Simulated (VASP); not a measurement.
# Lu in VASP: single point with PBEsol

Aim: the single point of Lu with PBEsol.

Program: VASP 6.6.1. These are calculated values, not measurements. Logs are shortened: lines on timing, memory, paths and dates and some standing lists are left out, and cuts for length are marked.

**1. The cell of the first run**

The cell holds a single atom in a box, 1 atom: a = 14.000 Å, b = 14.400 Å, c = 14.800 Å, α = 90.00°, β = 90.00°, γ = 90.00°.

**2. Single point, PBEsol, collinear spin**

Input file INCAR:

```
  ALGO = Normal
  EDIFF = 1E-6
  ENCUT = 520
  GGA = PS
  ISIF = 2
  ISMEAR = -1
  ISPIN = 2
  ISYM = 0
  LASPH = True
  LCHARG = False
  LORBIT = 11
  LREAL = False
  LWAVE = False
  MAGMOM = 1
  NBANDS = 22
  NELM = 150
  PREC = Accurate
  SIGMA = 0.01
```

Input file KPOINTS:

```
k-points
0
Gamma
  1 1 1
```

Input file POSCAR:

```
Lu
1.0
   14.0000000000      0.0000000000      0.0000000000
    0.0000000000     14.4000000000      0.0000000000
    0.0000000000      0.0000000000     14.8000000000
Lu
1
Direct
    0.5000000000      0.5000000000      0.5000000000
```

Potentials or basis: VASP PAW PBE potentials, release 64 (Lu).

Started as:

```sh
$ cat potpaw_PBE.64/Lu/POTCAR > POTCAR
$ mpirun -np 1 vasp_gam > vasp.out
```

OUTCAR:

```text
EDIFF = 1E-6
   ENCUT = 520
   GGA = PS
   ISIF = 2
   ISMEAR = -1
   ISPIN = 2
   ISYM = 0
   LASPH = True
   LORBIT = 11
   LREAL = False
   NELM = 150
   PREC = Accurate

 ion  position               nearest neighbor table
   1  0.500  0.500  0.500-

IMPORTANT INFORMATION: All symmetrisations will be switched off!
NOSYMM: (Re-)initialisation of all symmetry stuff for point group C_1.

----------------------------------------------------------------------------------------

                                     Primitive cell

  volume of cell :    2983.6800

  direct lattice vectors                    reciprocal lattice vectors
    14.000000000  0.000000000  0.000000000     0.071428571  0.000000000  0.000000000
     0.000000000 14.400000000  0.000000000     0.000000000  0.069444444  0.000000000
     0.000000000  0.000000000 14.800000000     0.000000000  0.000000000  0.067567568

  length of vectors
    14.000000000 14.400000000 14.800000000     0.071428571  0.069444444  0.067567568

  position of ions in fractional coordinates (direct lattice)
     0.500000000  0.500000000  0.500000000

  ion indices of the primitive-cell ions
   primitive index   ion index
                 1           1

----------------------------------------------------------------------------------------

 KPOINTS: k-points

Automatic generation of k-mesh.
 Grid dimensions read from file:
 generate k-points for:    1    1    1

 Generating k-lattice:

  Cartesian coordinates                     Fractional coordinates (reciprocal lattice)
     0.071428571  0.000000000  0.000000000     1.000000000  0.000000000  0.000000000
     0.000000000  0.069444444  0.000000000     0.000000000  1.000000000  0.000000000
     0.000000000  0.000000000  0.067567568     0.000000000  0.000000000  1.000000000

  Length of vectors
     0.071428571  0.069444444  0.067567568

  Shift w.r.t. Gamma in fractional coordinates (k-lattice)
     0.000000000  0.000000000  0.000000000

 Subroutine IBZKPT returns following result:
 ===========================================

 Found      1 irreducible k-points:

 Following reciprocal coordinates:
            Coordinates               Weight
  0.000000  0.000000  0.000000      1.000000
   k-points           NKPTS =      1   k-points in BZ     NKDIM =      1   number of bands    NBANDS=     22
   number of dos      NEDOS =    301   number of ions     NIONS =      1
   total plane-waves  NPLWV = ******
   dimension x,y,z NGX =   108 NGY =  108 NGZ =  112
   dimension x,y,z NGXF=   216 NGYF=  216 NGZF=  224
   ions per type =               1
   NGX,Y,Z   is equivalent  to a cutoff of  12.82, 12.47, 12.58 a.u.
   NGXF,Y,Z  is equivalent  to a cutoff of  25.65, 24.94, 25.16 a.u.
 SYSTEM =  unknown system
   PREC   = accura    normal or accurate (medium, high low for compatibility)
   ISTART =      0    job   : 0-new  1-cont  2-samecut
   ICHARG =      2    charge: 1-file 2-atom 10-const
   ISPIN  =      2    spin polarized calculation?
   LNONCOLLINEAR =      F non collinear calculations
   LSORBIT =      F    spin-orbit coupling
   LASPH  =      T    aspherical Exc in radial PAW
   ENCUT  =  520.0 eV  38.22 Ry    6.18 a.u.  26.03 26.77 27.52*2*pi/ulx,y,z
   NELM   =    150;   NELMIN=  2; NELMDL= -5     # of ELM steps
   EDIFF  = 0.1E-05   stopping-criterion for ELM
   LREAL  =      F    real-space projection
   EDIFFG = 0.1E-04   stopping-criterion for IOM
   NSW    =      0    number of steps for IOM
   IBRION =     -1    ionic relax: 0-MD 1-quasi-New 2-CG
   NFREE  =      0    steps in history (QN), initial steepest desc. (CG)
   ISIF   =      2    stress and relaxation
   ISYM   =      0    0-nonsym 1-usesym 2-fastsym
   POTIM  = 0.5000    time-step for ionic-motion
   TEBEG  =    0.0;   TEEND  =   0.0 temperature during run
   PSTRESS=    0.0 pullay stress
   NELECT =      25.0000    total number of electrons
   NUPDOWN=      -1.0000    fix difference up-down
   EMIN   =  10.00;   EMAX   =-10.00  energy-range for DOS
   EFERMI =   0.00;   METHOD = LEGACY
   ISMEAR =    -1;   SIGMA  =   0.01  broadening in eV -4-tet -1-fermi 0-gaus
   EFERMI_NEDOS =   21; number of points for ismear=-14 and -15
   IALGO  =     38    algorithm
   IMIX   =      4    mixing-type and parameters
     AMIX     =   0.40;   BMIX     =  1.00
     AMIX_MAG =   1.60;   BMIX_MAG =  1.00
  volume/ion in A,a.u.               =    2983.68     20134.87
  Fermi-wavevector in a.u.,A,eV,Ry     =   0.332510  0.628352  1.504295  0.110563
  Thomas-Fermi vector in A             =   1.229578
   LORBIT       =     11    0 simple, 1 ext, 2 COOP (PROOUT), +10 PAW based schemes
   GGA     = PS    functional components
   LHFCALC =     F    Hartree Fock is set to
   AEXX    =    0.0000 exact exchange contribution
   IVDW    =     0    specifies the selected vdW correction
   LEPSILON=     F    determine dielectric tensor
   LRPA    =     F    only Hartree local field effects (RPA)
 spin polarized calculation
  energy-cutoff  :      520.00
  volume of cell :     2983.68
 maximum number of plane-waves:     40220
 NGX is ok and might be reduce to   108
   NGX = 53   NGY = 53   NGZ = 55

 number of electron      24.9999996 magnetization       1.0000000

 Free energy of the ion-electron system (eV)
  ---------------------------------------------------
  ext. energy  EPLUGINS =         0.00000000
  ---------------------------------------------------
  free energy    TOTEN  =        -0.32551039 eV

  energy without entropy =       -0.32551025  energy(sigma->0) =       -0.32551032

 E-fermi :  -1.9566     XC(G=0):  -0.4993

 val. band max:       -2.1036383217   @ k =   0.0000   0.0000   0.0000
 cond. band min:      -1.8076379325   @ k =   0.0000   0.0000   0.0000
 fundamental gap:      0.2960003893
 Fermi energy:        -1.9566492775

 spin component 1

 k-point     1 :       0.0000    0.0000    0.0000
  band No.  band energies     occupation
      1     -61.0002      1.00000
      2     -31.8342      1.00000
      3     -31.5582      1.00000
      4     -31.5581      1.00000
      5      -9.6084      1.00000
      6      -9.5816      1.00000
      7      -9.5816      1.00000
      8      -9.5063      1.00000
      9      -9.4952      1.00000
     10      -9.3533      1.00000
     11      -9.3533      1.00000
     12      -4.6937      1.00000
     13      -2.1036      1.00000
     14      -1.8076      0.00000
     15      -1.7859      0.00000
     16      -1.7855      0.00000
     17      -1.5490      0.00000
     18      -1.3248      0.00000
     19      -1.3231      0.00000
     20      -1.2041      0.00000
     21      -0.1927      0.00000
     22       0.4819      0.00000
 Fermi energy:        -1.9566492775

 spin component 2

 k-point     1 :       0.0000    0.0000    0.0000
  band No.  band energies     occupation
      1     -60.7947      1.00000
      2     -31.7609      1.00000
      3     -31.1313      1.00000
      4     -31.1310      1.00000
      5      -9.5659      1.00000
      6      -9.5434      1.00000
      7      -9.5434      1.00000
      8      -9.4954      1.00000
      9      -9.3935      1.00000
     10      -9.2457      1.00000
     11      -9.2457      1.00000
     12      -4.3436      1.00000
     13      -1.6062      0.00000
     14      -1.5533      0.00000
     15      -1.5532      0.00000
     16      -1.3058      0.00000
     17      -1.2284      0.00000
     18      -0.9001      0.00000
     19      -0.8970      0.00000
     20      -0.8508      0.00000
     21      -0.1138      0.00000
     22       0.5802      0.00000

------------------------ aborting loop because EDIFF is reached ----------------------------------------

  FORCE on cell =-STRESS in cart. coord.  units (eV):
  Direction    XX          YY          ZZ          XY          YZ          ZX
  --------------------------------------------------------------------------------------
  -------------------------------------------------------------------------------------
  Total       -0.0104572     -0.0090852     -0.0149892      0.0002629      0.0013382     -0.0011668
  in kB       -0.0056153     -0.0048786     -0.0080489      0.0001412      0.0007186     -0.0006266
  external PRESSURE =      -0.0061809 kB  Pullay stress =       0.0000000 kB

 VOLUME and BASIS-vectors are now :
 -----------------------------------------------------------------------------
  energy-cutoff  :      520.00
  volume of cell :     2983.68
      direct lattice vectors                 reciprocal lattice vectors
    14.000000000  0.000000000  0.000000000     0.071428571  0.000000000  0.000000000
     0.000000000 14.400000000  0.000000000     0.000000000  0.069444444  0.000000000
     0.000000000  0.000000000 14.800000000     0.000000000  0.000000000  0.067567568

 POSITION                                       TOTAL-FORCE (eV/Angst)
 -----------------------------------------------------------------------------------
      7.00000      7.20000      7.40000        -0.000014      0.000001      0.000018
 -----------------------------------------------------------------------------------
    total drift:                               -0.000014      0.000001      0.000018

  FREE ENERGIE OF THE ION-ELECTRON SYSTEM (eV)
  ---------------------------------------------------
  free  energy   TOTEN  =        -0.3255103867 eV

  energy  without entropy=       -0.3255102544  energy(sigma->0) =       -0.32551032

 total charge

# of ion       s       p       d       f       tot
--------------------------------------------------
    1        2.569   5.926   0.599  13.963  23.058

 magnetization (x)

# of ion       s       p       d       f       tot
--------------------------------------------------
    1        0.015   0.001   0.574  -0.000   0.590
```

Run time: 19 min. Hardware: 1 thread of AMD EPYC 7R43 (Zen 3), shared host; peak memory 2.8 GiB.

What came out:

```yaml
Free_energy: -0.3255 eV
Pressure: 0.0 GPa
Band_gap_on_the_k_mesh: 0.30 eV
Net_moment: 1.00 μB per cell
Site_moments: Lu +0.59 μB
Valence_electrons_inside_the_program's_atomic_spheres: Lu 23.06
```

Levels at points of the mesh, in eV from the valence-band top:
Spin up:
```
           k point  band 10  band 11  band 12  band 13  band 14  band 15  band 16  band 17
(0.00, 0.00, 0.00)    -7.25    -7.25    -2.59     0.00     0.30     0.32     0.32     0.55
```
Spin down:
| k point | band 9 | band 10 | band 11 | band 12 | band 13 | band 14 | band 15 | band 16 |
| --- | --- | --- | --- | --- | --- | --- | --- | --- |
| (0.00, 0.00, 0.00) | -7.29 | -7.14 | -7.14 | -2.24 | 0.50 | 0.55 | 0.55 | 0.80 |

Caveat: the PAW data sets were made with another functional, which shifts forces and pressure a little; spin-orbit coupling is left out, which moves the levels of the heavy elements.
